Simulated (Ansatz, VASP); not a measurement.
**Rh: VASP beside Ansatz**

INCAR

```
PREC     = Accurate       # precision mode
ENCUT    = 520            # plane-wave cutoff, eV
EDIFF    = 1E-6           # SCF threshold, eV
ISMEAR   = 0              # smearing method
SIGMA    = 0.1            # smearing width, eV
LREAL    = False          # projectors in reciprocal space
LASPH    = True           # aspherical terms in the spheres
NELM     = 60             # most SCF steps
ALGO     = Normal         # electronic algorithm
ISIF     = 2              # what is computed and relaxed
LWAVE    = False          # write WAVECAR
LCHARG   = False          # write CHGCAR
LDIPOL   = True         
IDIPOL   = 3            
DIPOL    = 0.5 0.5 0.501
GGA      = PE             # functional
NBANDS   = 54             # bands
```

KPOINTS

```
Automatic mesh
0
Gamma
  21 21 1
```

File POSCAR:

```
Rh
1.0
    2.6891978000      0.0000000000      0.0000000000
   -1.3445989000      2.3289136100      0.0000000000
    0.0000000000      0.0000000000     28.9786038365
Rh
6
Direct
    0.6666666666      0.3333333334      0.3105739687
    0.3333333334      0.6666666668      0.3863443792
    0.0000000000      0.0000000000      0.4621147897
    0.6666666666      0.3333333334      0.5391876604
    0.3333333334      0.6666666668      0.6152766423
    0.0000000000      0.0000000000      0.6904454631
```

Input for Ansatz:

```yaml
crystal:
  lattice:
    - [2.6891978, 0.0, 0.0]
    - [-1.3445989, 2.32891361, 0.0]
    - [0.0, 0.0, 28.9786038365]
  atoms:
    - { symbol: Rh, position: [0.6666666666, 0.3333333334, 0.3105739687] }
    - { symbol: Rh, position: [0.3333333334, 0.6666666668, 0.3863443792] }
    - { symbol: Rh, position: [0.0, 0.0, 0.4621147897] }
    - { symbol: Rh, position: [0.6666666666, 0.3333333334, 0.5391876604] }
    - { symbol: Rh, position: [0.3333333334, 0.6666666668, 0.6152766423] }
    - { symbol: Rh, position: [0.0, 0.0, 0.6904454631] }
basis:
  ecutwfc: 420.0
  fft_grid_basis: typed
kpoints:
  mp_grid: { grid: [21, 21, 1] }
hamiltonian:
  xc: pbe
  pseudopotentials: { kind: paw }
scf:
  occupations: { method: gaussian, width: 0.1 }
output:
  forces: true
  eigenvalues: true
  band_densities:
    - { e_range: [-2.0, -1.0] }
    - { e_range: [-1.0, -0.5] }
    - { e_range: [-0.5, -0.25] }
    - { e_range: [-0.25, 0.0] }
    - { e_range: [0.0, 0.25] }
    - { e_range: [0.25, 0.5] }
    - { e_range: [0.5, 1.0] }
    - { e_range: [1.0, 1.5] }
  band_residual_tolerance: 1.0e-05
  write_potential: true
  elf: true
  write_density: true
  volumetric_format: npy
efield:
  axis: 3
  dipole_correction: true
  ramp_width: 0.04
checkpoint:
  read: start.run
  write: ck
  compress: false
  write_wavefunctions: false
  write_every: 100000
```

Alike in both runs: task single point; functional PBE; k mesh 21 × 21 × 1; occupations gaussian, width 0.1 eV; no spin polarisation.

|  | VASP | Ansatz |
| --- | --- | --- |
| version | VASP 6.6.1 | Ansatz 0.2.0 |
| potentials or method | VASP PAW PBE potentials, release 64 (Rh_pv), cutoff 520 eV | scalar-relativistic, plane waves, PAW |
| valence electrons in the cell | 90 | 102 |

|  | VASP | Ansatz | Ansatz less VASP |
| --- | --- | --- | --- |
| gap on the k mesh at the Fermi level (eV) | none | none | - |
| rms of the force components (eV/Å) | 0.044 | 0.044 | -0.0006 |

Atom by atom the forces differ by 0.001 eV/Å (rms over components). A gap of «none» marks a metal or a gap that the smearing closes. VASP's potentials hold 90 valence electrons a cell and Ansatz's 102, so a difference there can come from the potentials and not from the codes. Ansatz's warnings: published levels not confirmed, xc potential rough in thin density.
